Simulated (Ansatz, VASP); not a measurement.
Two plane-wave programs on Be

```
Be
1.0
    -1.29071    1.29071    1.25312
     1.29071   -1.29071    1.25312
     1.29071    1.29071   -1.25312
Be
1
Direct
  0.00000 0.00000 0.00000
```

Change from the starting cell: strain +0.030 along x and y, +0.000 along z, atoms carried along.

Alike in both runs: task single point; functional PBEsol; k mesh 26 × 26 × 26; occupations gaussian, width 0.15 eV; no spin polarisation.

```csv
,VASP,Ansatz
version,VASP 6.6.1,Ansatz 0.2.0
potentials or method,"VASP PAW PBE potentials, release 64 (Be), cutoff 520 eV","scalar-relativistic, plane waves, PAW"
valence electrons in the cell,2,2
```

Ansatz gave:

* gap on the k mesh at the Fermi level (eV): none
* pressure (GPa): -8.1
* traceless stress, the component that is largest in VASP (GPa): 1.05

**Question.** Which values does VASP return?

**Answer.** gap on the k mesh at the Fermi level (eV): none; pressure (GPa): -7.8; traceless stress, the component that is largest in VASP (GPa): 1.09.

VASP's potentials were made for PBE, not for PBEsol. A gap of «none» marks a metal or a gap that the smearing closes. With one functional, cell and mesh, what is left measures potentials, basis and numerics.
